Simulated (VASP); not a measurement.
# Re (Im-3m) in VASP: further runs

Runs on Re. Level: r2SCAN. Tasks: single point, relaxation of cell and atoms.

All numbers are computed with VASP 6.6.1; they aren't measurements. Logs are shortened: lines on timing, memory, paths and dates and some standing lists are left out, and cuts for length are marked.

## (1) The cell of the first run

Symmetry: Im-3m, No. 229, cubic system. The conventional cell has a = 3.176 Å, b = 3.176 Å, c = 3.176 Å, α = 90.00°, β = 90.00°, γ = 90.00°. Within 3.6 Å of Re (site symmetry m-3m) lie 14 Re at 2.75 to 3.18 Å.

This isn't the form of Re at room conditions, which is hcp.

## (2) Single point, r2SCAN (16.02 Å³/atom)

POSCAR reads:

```
Re
1.0
   -1.5881014022      1.5881014022      1.5881014022
    1.5881014022     -1.5881014022      1.5881014022
    1.5881014022      1.5881014022     -1.5881014022
Re
1
Direct
    0.0000000000      0.0000000000      0.0000000000
```

INCAR.step1 reads:

```
SYSTEM = Re
PREC = Accurate
ENCUT = 660
ISMEAR = -1
SIGMA = 0.1
LREAL = .FALSE.
LASPH = .TRUE.
NELM = 120
NBANDS = 10
GGA = PE
ALGO = Normal
EDIFF = 1E-5
LWAVE = .TRUE.
LCHARG = .FALSE.
GGA_COMPAT = .FALSE.
```

INCAR.step2 reads:

```
SYSTEM = Re
PREC = Accurate
ENCUT = 660
EDIFF = 1E-6
ISMEAR = -1
SIGMA = 0.1
LREAL = .FALSE.
LASPH = .TRUE.
NELM = 120
ALGO = Normal
ISIF = 2
LWAVE = .FALSE.
LCHARG = .FALSE.
METAGGA = R2SCAN
LMIXTAU = .TRUE.
NBANDS = 10
ISTART = 1
GGA_COMPAT = .FALSE.
```

KPOINTS reads:

```
regular mesh
0
G
  16 16 16
  0 0 0
```

Potentials or basis: VASP PAW PBE potentials, release 64 (Re).

Launch:

```console
cat potpaw_PBE.64/Re/POTCAR > POTCAR
cp INCAR.step1 INCAR
mpirun -np 1 vasp_std > vasp.out
cp INCAR.step2 INCAR
mpirun -np 1 vasp_std > vasp.out
```

OUTCAR:

```text
SYSTEM = Re
   PREC = Accurate
   ENCUT = 660
   EDIFF = 1E-6
   ISMEAR = -1
   LREAL = .FALSE.
   LASPH = .TRUE.
   NELM = 120
   ISIF = 2
   METAGGA = R2SCAN
   ISTART = 1

 ion  position               nearest neighbor table
   1  0.000  0.000  0.000-

  LATTYP: Found a body centered cubic cell.
 ALAT       =     3.1762028044

  Lattice vectors:

 A1 = (  -1.5881014022,   1.5881014022,   1.5881014022)
 A2 = (   1.5881014022,  -1.5881014022,   1.5881014022)
 A3 = (   1.5881014022,   1.5881014022,  -1.5881014022)

Analysis of symmetry for initial positions (statically):
=====================================================================
 Subroutine PRICEL returns:
 Original cell was already a primitive cell.

 Routine SETGRP: Setting up the symmetry group for a
 body centered cubic supercell.

 Subroutine GETGRP returns: Found 48 space group operations
 (whereof 48 operations were pure point group operations)
 out of a pool of 48 trial point group operations.

The static configuration has the point symmetry O_h .

Analysis of symmetry for dynamics (positions and initial velocities):
=====================================================================
 Subroutine PRICEL returns:
 Original cell was already a primitive cell.

 Routine SETGRP: Setting up the symmetry group for a
 body centered cubic supercell.

 Subroutine GETGRP returns: Found 48 space group operations
 (whereof 48 operations were pure point group operations)
 out of a pool of 48 trial point group operations.

The dynamic configuration has the point symmetry O_h .

 Subroutine INISYM returns: Found 48 space group operations
 (whereof 48 operations are pure point group operations),
 and found     1 'primitive' translations

----------------------------------------------------------------------------------------

                                     Primitive cell

  volume of cell :      16.0212

  direct lattice vectors                    reciprocal lattice vectors
    -1.588101402  1.588101402  1.588101402     0.000000000  0.314841357  0.314841357
     1.588101402 -1.588101402  1.588101402     0.314841357  0.000000000  0.314841357
     1.588101402  1.588101402 -1.588101402     0.314841357  0.314841357  0.000000000

  length of vectors
     2.750672316  2.750672316  2.750672316     0.445252917  0.445252917  0.445252917

  position of ions in fractional coordinates (direct lattice)
     0.000000000  0.000000000  0.000000000

  ion indices of the primitive-cell ions
   primitive index   ion index
                 1           1

----------------------------------------------------------------------------------------

 KPOINTS: regular mesh

Automatic generation of k-mesh.
 Grid dimensions read from file:
 generate k-points for:   16   16   16

 Generating k-lattice:

  Cartesian coordinates                     Fractional coordinates (reciprocal lattice)
     0.000000000  0.019677585  0.019677585     0.062500000  0.000000000  0.000000000
     0.019677585  0.000000000  0.019677585     0.000000000  0.062500000  0.000000000
     0.019677585  0.019677585  0.000000000     0.000000000  0.000000000  0.062500000

  Length of vectors
     0.027828307  0.027828307  0.027828307

  Shift w.r.t. Gamma in fractional coordinates (k-lattice)
     0.000000000  0.000000000  0.000000000

 Subroutine IBZKPT returns following result:
 ===========================================

 Found    145 irreducible k-points:

 Following reciprocal coordinates:
            Coordinates               Weight
  0.000000  0.000000  0.000000      1.000000
  0.062500  0.000000  0.000000     12.000000
  0.125000  0.000000  0.000000     12.000000
  0.187500  0.000000  0.000000     12.000000
  0.250000  0.000000  0.000000     12.000000
  0.312500  0.000000  0.000000     12.000000
[... 16 lines left out ...]
  0.187500  0.187500  0.000000     24.000000
  0.250000  0.187500  0.000000     48.000000
 [... further k-points ...]
   k-points           NKPTS =    145   k-points in BZ     NKDIM =    145   number of bands    NBANDS=     10
   number of dos      NEDOS =    301   number of ions     NIONS =      1
   total plane-waves  NPLWV =  13824
   dimension x,y,z NGX =    24 NGY =   24 NGZ =   24
   dimension x,y,z NGXF=    48 NGYF=   48 NGZF=   48
   ions per type =               1
   NGX,Y,Z   is equivalent  to a cutoff of  14.51, 14.51, 14.51 a.u.
   NGXF,Y,Z  is equivalent  to a cutoff of  29.01, 29.01, 29.01 a.u.
 SYSTEM =  Re
   PREC   = accura    normal or accurate (medium, high low for compatibility)
   ISTART =      1    job   : 0-new  1-cont  2-samecut
   ICHARG =      0    charge: 1-file 2-atom 10-const
   ISPIN  =      1    spin polarized calculation?
   LNONCOLLINEAR =      F non collinear calculations
   LSORBIT =      F    spin-orbit coupling
   LASPH  =      T    aspherical Exc in radial PAW
   ENCUT  =  660.0 eV  48.51 Ry    6.96 a.u.   5.76  5.76  5.76*2*pi/ulx,y,z
   NELM   =    120;   NELMIN=  2; NELMDL=  0     # of ELM steps
   EDIFF  = 0.1E-05   stopping-criterion for ELM
   LREAL  =      F    real-space projection
   EDIFFG = 0.1E-04   stopping-criterion for IOM
   NSW    =      0    number of steps for IOM
   IBRION =     -1    ionic relax: 0-MD 1-quasi-New 2-CG
   NFREE  =      0    steps in history (QN), initial steepest desc. (CG)
   ISIF   =      2    stress and relaxation
   ISYM   =      2    0-nonsym 1-usesym 2-fastsym
   POTIM  = 0.5000    time-step for ionic-motion
   TEBEG  =    0.0;   TEEND  =   0.0 temperature during run
   PSTRESS=    0.0 pullay stress
   NELECT =       7.0000    total number of electrons
   NUPDOWN=      -1.0000    fix difference up-down
   EMIN   =  10.00;   EMAX   =-10.00  energy-range for DOS
   EFERMI =   0.00;   METHOD = LEGACY
   ISMEAR =    -1;   SIGMA  =   0.10  broadening in eV -4-tet -1-fermi 0-gaus
   EFERMI_NEDOS =   21; number of points for ismear=-14 and -15
   IALGO  =     38    algorithm
   IMIX   =      4    mixing-type and parameters
     AMIX     =   0.40;   BMIX     =  1.00
     AMIX_MAG =   1.60;   BMIX_MAG =  1.00
  volume/ion in A,a.u.               =      16.02       108.12
  Fermi-wavevector in a.u.,A,eV,Ry     =   1.242251  2.347514 20.996334  1.543187
  Thomas-Fermi vector in A             =   2.376613
   LORBIT       =      0    0 simple, 1 ext, 2 COOP (PROOUT), +10 PAW based schemes
   METAGGA = R2SCAN    functional components
   LHFCALC =     F    Hartree Fock is set to
   AEXX    =    0.0000 exact exchange contribution
   IVDW    =     0    specifies the selected vdW correction
   LEPSILON=     F    determine dielectric tensor
   LRPA    =     F    only Hartree local field effects (RPA)
 non-spin polarized calculation
  energy-cutoff  :      660.00
  volume of cell :       16.02
 maximum number of plane-waves:       634
   NGX = 11   NGY = 11   NGZ = 11

 number of electron       7.0000000 magnetization

 Free energy of the ion-electron system (eV)
  ---------------------------------------------------
  ext. energy  EPLUGINS =         0.00000000
  ---------------------------------------------------
  free energy    TOTEN  =       -52.10003455 eV

  energy without entropy =      -52.06749267  energy(sigma->0) =      -52.08376361

 E-fermi :   7.5804     XC(G=0): -14.4617

 val. band max:        7.5789976761   @ k =  -0.4375  -0.4375   0.0625
 cond. band min:       7.5855039176   @ k =  -0.3125   0.3125   0.0625
 fundamental gap:      0.0065062415
 Fermi energy:         7.5803532521

 k-point     1 :       0.0000    0.0000    0.0000
  band No.  band energies     occupation
      1      -3.0750      2.00000
      2       4.9646      2.00000
      3       4.9646      2.00000
      4       4.9646      2.00000
      5       8.4479      0.00034
      6       8.4480      0.00034
      7      23.6941      0.00000
      8      23.6941      0.00000
      9      23.6941      0.00000
     10      35.1023      0.00000

 k-point     2 :       0.0625    0.0000    0.0000
  band No.  band energies     occupation
      1      -2.8920      2.00000
      2       4.8657      2.00000
      3       4.9489      2.00000
      4       5.1360      2.00000
      5       8.3016      0.00147
      6       8.4521      0.00033
      7      23.8242      0.00000
      8      23.9983      0.00000
      9      24.0317      0.00000
     10      33.4663      0.00000

 k-point     3 :       0.1250    0.0000    0.0000
  band No.  band energies     occupation
      1      -2.3650      2.00000
      2       4.5948      2.00000
      3       4.8736      2.00000
      4       5.6422      2.00000
      5       7.9941      0.03143
      6       8.4715      0.00027
      7      24.0853      0.00000
      8      24.7715      0.00000
      9      24.8801      0.00000
     10      31.4671      0.00000

 k-point     4 :       0.1875    0.0000    0.0000
  band No.  band energies     occupation
      1      -1.5699      2.00000
      2       4.2158      2.00000
      3       4.7081      2.00000
      4       6.4581      1.99997
      5       7.7865      0.22575
      6       8.5228      0.00016
      7      24.0302      0.00000
      8      24.9801      0.00000
      9      26.2581      0.00000
     10      30.4234      0.00000
[... 222 lines left out ...]
 k-point    22 :       0.4375    0.1250    0.0000
  band No.  band energies     occupation
      1       0.9036      2.00000
      2       2.9844      2.00000
      3       6.0717      2.00000
      4       8.1136      0.00962
      5       9.4919      0.00000
      6      12.6676      0.00000
      7      16.3985      0.00000
      8      20.5862      0.00000
      9      23.5466      0.00000
     10      31.6182      0.00000

 k-point    23 :       0.1875    0.1875    0.0000
  band No.  band energies     occupation
      1       0.6232      2.00000
      2       3.6279      2.00000
      3       3.8760      2.00000
      4       7.5387      1.20511
      5       9.0053      0.00000
      6       9.6448      0.00000
      7      21.3565      0.00000
      8      23.5782      0.00000
      9      25.9375      0.00000
     10      27.6853      0.00000

 k-point    24 :       0.2500    0.1875    0.0000
  band No.  band energies     occupation
      1       1.2283      2.00000
      2       3.3546      2.00000
      3       4.0977      2.00000
      4       7.7493      0.31167
      5       9.0944      0.00000
      6      11.1292      0.00000
      7      19.4375      0.00000
      8      22.3935      0.00000
      9      24.7217      0.00000
     10      28.7384      0.00000

 [... further k-points ...]
[... 5 lines left out ...]
  --------------------------------------------------------------------------------------
  -------------------------------------------------------------------------------------
  Total       -2.4469047     -2.4469047     -2.4469047     -0.0000000     -0.0000000      0.0000000
  in kB     -244.6994282   -244.6994282   -244.6994282     -0.0000000     -0.0000000      0.0000000
  external PRESSURE =    -244.6994282 kB  Pullay stress =       0.0000000 kB

 VOLUME and BASIS-vectors are now :
 -----------------------------------------------------------------------------
  energy-cutoff  :      660.00
  volume of cell :       16.02
      direct lattice vectors                 reciprocal lattice vectors
    -1.588101402  1.588101402  1.588101402     0.000000000  0.314841357  0.314841357
     1.588101402 -1.588101402  1.588101402     0.314841357  0.000000000  0.314841357
     1.588101402  1.588101402 -1.588101402     0.314841357  0.314841357  0.000000000

 POSITION                                       TOTAL-FORCE (eV/Angst)
 -----------------------------------------------------------------------------------
      0.00000      0.00000      0.00000         0.000000      0.000000      0.000000
 -----------------------------------------------------------------------------------
    total drift:                                0.000000      0.000000      0.000000

  FREE ENERGIE OF THE ION-ELECTRON SYSTEM (eV)
  ---------------------------------------------------
  free  energy   TOTEN  =       -52.1000345521 eV

  energy  without entropy=      -52.0674926749  energy(sigma->0) =      -52.08376361
```

It took 36 s on 1 thread of Intel Xeon 6975P-C (Granite Rapids), shared host; peak memory 0.17 GiB.

What came out:

| Property | Result |
| --- | --- |
| Free energy | -52.1000 eV |
| Pressure | -24.5 GPa |
| Band gap on the k mesh | zero (an odd number of electrons rules out a gap without spin polarisation) |

Levels at points of the mesh, in eV from the Fermi level:
```csv
k point,band 1,band 2,band 3,band 4,band 5,band 6,band 7
"(0.00, 0.00, 0.00)",-10.66,-2.62,-2.62,-2.62,0.87,0.87,16.11
"(0.50, 0.00, 0.00)",-7.17,-4.72,-0.25,0.66,1.52,3.96,9.33
"(0.50, 0.50, 0.50)",-6.57,-6.57,3.14,3.14,3.14,7.74,7.74
```

Caveat: the cell stands under tension; the PAW data sets were made with another functional, which shifts forces and pressure a little; spin-orbit coupling is left out, which moves the levels of the heavy elements.

(Continued in part 2 of 2.)
